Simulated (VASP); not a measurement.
**In: single point with PBE**

In:

```
CELL_PARAMETERS angstrom
-1.56110 1.56110 2.67187
1.56110 -1.56110 2.67187
1.56110 1.56110 -2.67187
ATOMIC_POSITIONS crystal
In 0.00000 0.00000 0.00000
```

This cell differs from its parent crystal: strain -0.040 along x and y, +0.080 along z.

```yaml
Program: VASP 6.6.1
Task: single point
Functional: PBE
Potentials_or_basis: VASP PAW PBE potentials, release 64 (In_d)
Cutoff: 520 eV
k_mesh: 20 × 20 × 20
Occupations: gaussian, width 0.15 eV
Spin: no spin polarisation
Dipole_correction: no
Further_INCAR_settings: ALGO = Fast; EDIFF = 1e-06; NBANDS = 12
```

The pressure is 2.5 GPa and the band gap on the k mesh is zero (an odd number of electrons rules out a gap without spin polarisation).

Stress tensor (GPa, compression positive):
```
3.19 0.00 0.00
0.00 3.19 0.00
0.00 0.00 1.02
```

Levels at points of the mesh, in eV from the Fermi level:
```tsv
k point	band 4	band 5	band 6	band 7	band 8	band 9
(0.00, 0.00, 0.00)	-14.52	-14.32	-9.55	10.46	10.69	10.69
(0.50, 0.00, 0.00)	-14.33	-14.25	-4.19	-3.32	6.05	9.74
(0.50, 0.50, 0.00)	-14.32	-14.11	-1.49	-0.84	2.86	4.05
(0.50, 0.50, 0.50)	-14.29	-14.27	-4.18	-3.22	5.97	5.97
```

It took 120 s on 1 thread of Intel(R) Xeon(R) 6975P-C (Granite Rapids), on a shared host, peak memory 0.31 GiB.

Caveat: the cell differs from its parent crystal (strain -0.040 along x and y, +0.080 along z); spin-orbit coupling is left out, which moves the levels of the heavy elements.
